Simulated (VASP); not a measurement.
Crystal: NaP3.

```
Na P
1.0
     6.23164    0.00000    0.00000
    -3.11582    5.39676    0.00000
     0.00000    0.00000    3.66082
Na P
2 6
Direct
  0.66667 0.33333 0.50000
  0.33333 0.66667 0.50000
  0.66667 0.66667 0.12098
  0.33333 0.00000 0.12098
  0.00000 0.33333 0.12098
  0.00000 0.66667 0.87902
  0.66667 0.00000 0.87902
  0.33333 0.33333 0.87902
```

```yaml
Program: VASP 6.6.1
Task: relaxation of cell and atoms
Functional: PBE
Potentials_or_basis: VASP PAW PBE potentials, release 64 (Na_pv, P)
Cutoff: 600 eV
k_mesh: 3 × 3 × 6
Occupations: gaussian, width 0.1 eV
Spin: no spin polarisation
```

At the start: pressure 20.4 GPa; volume 15.39 Å³/atom.

Q: How do energy, volume and symmetry change on relaxing?

A: Over 15 steps the energy falls by 603.2 meV/atom and the volume is 21.52 Å³/atom (+39.8 %); space group P-31m (No. 162, to 0.1 Å) before and after.

Step by step:
| step | energy change (eV) | largest force (eV/Å) | pressure (GPa) | volume (Å³) |
| --- | --- | --- | --- | --- |
| 1 | 0.0000 | 1.1400 | 20.39 | 123.12 |
| 2 | -2.3217 | 0.7658 | -1.34 | 161.25 |
| 3 | -2.3260 | 0.8363 | -2.47 | 166.44 |
| 4 | -3.0595 | 0.2621 | -1.68 | 166.84 |
| 5 | -3.5184 | 1.4572 | 2.57 | 166.06 |
| 6 | -3.9446 | 1.4114 | 1.98 | 170.68 |
| 7 | -4.4742 | 1.2201 | -0.39 | 181.32 |
| 8 | -4.7367 | 0.4378 | -1.64 | 180.14 |
| 9 | -4.7773 | 0.2383 | -2.01 | 179.53 |
| 10 | -4.7782 | 0.2527 | -2.05 | 179.42 |
| 11 | -4.8083 | 0.3213 | 0.62 | 171.87 |
| 12 | -4.8177 | 0.1435 | -0.31 | 174.25 |
| 13 | -4.8233 | 0.0778 | -0.16 | 173.25 |
| 14 | -4.8251 | 0.0634 | 0.01 | 172.32 |
| 15 | -4.8257 | 0.0186 | -0.10 | 172.18 |

Final structure:
```xyz
8
Lattice="5.8120 0.0000 0.0000 -2.9060 5.0333 0.0000 0.0000 0.0000 5.8856" Properties=species:S:1:pos:R:3 pbc="T T T"
Na    2.9060    1.6778    2.9428
Na    0.0000    3.3556    2.9428
P     1.9382    3.3571    0.5947
P     1.9355    0.0000    0.5947
P     4.8442    1.6762    0.5947
P    -1.9382    3.3571    5.2909
P     3.8765    0.0000    5.2909
P     0.9677    1.6762    5.2909
```

Caveat: the k points lie up to 0.42 Å⁻¹ apart in the final cell, too coarse for converged energies and pressures of a metal; the volume moved by over 15 % at a fixed basis, so the end points are rough.
